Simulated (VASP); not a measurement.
A run of VASP 6.6.1:

Contents of POSCAR:

```
Ta2W
1.0
    3.6718804478      0.0000000000      0.0000000000
   -1.8359402239      3.1799417474      0.0000000000
    0.0000000000      0.0000000000      3.9646549685
Ta W
2 1
Direct
    0.3333333333      0.6666666667      0.5000000000
    0.6666666667      0.3333333333      0.5000000000
    0.0000000000      0.0000000000      0.0000000000
```

File INCAR.step1:

```
ALGO = Normal ; EDIFF = 1E-4
ENCUT = 600 ; GGA = PE
ISMEAR = 0 ; LASPH = True
LCHARG = False ; LREAL = False
LWAVE = True ; NELM = 60
PREC = Accurate ; SIGMA = 0.1
```

The input INCAR.step2:

```
ALGO = Normal ; EDIFF = 1E-7
EDIFFG = -0.04 ; ENCUT = 600
IBRION = 2 ; ISIF = 3
ISMEAR = 0 ; ISTART = 1
LASPH = True ; LCHARG = False
LMIXTAU = True ; LREAL = False
LWAVE = False ; METAGGA = R2SCAN
NELM = 60 ; NSW = 90
PREC = Accurate ; SIGMA = 0.1
```

File KPOINTS:

```
k-points
0
Gamma
  6 6 4
```

Potentials or basis: VASP PAW PBE potentials, release 64 (Ta_pv, W_sv).

Run with:

```console
$ cat potpaw_PBE.64/Ta_pv/POTCAR potpaw_PBE.64/W_sv/POTCAR > POTCAR
$ cp INCAR.step1 INCAR
$ mpirun -np 1 vasp_std > vasp.out
$ cp INCAR.step2 INCAR
$ mpirun -np 1 vasp_std > vasp.out
```

Hardware: 1 thread of AMD EPYC 7R13 Processor (Zen 3), with other jobs on the host.

Task: Estimate the wall time of this run.

Result: Wall time 35 min on 1 thread of AMD EPYC 7R13 Processor (Zen 3) (shared host), peak memory 0.19 GiB. Counts: k points 21, ion steps 19.
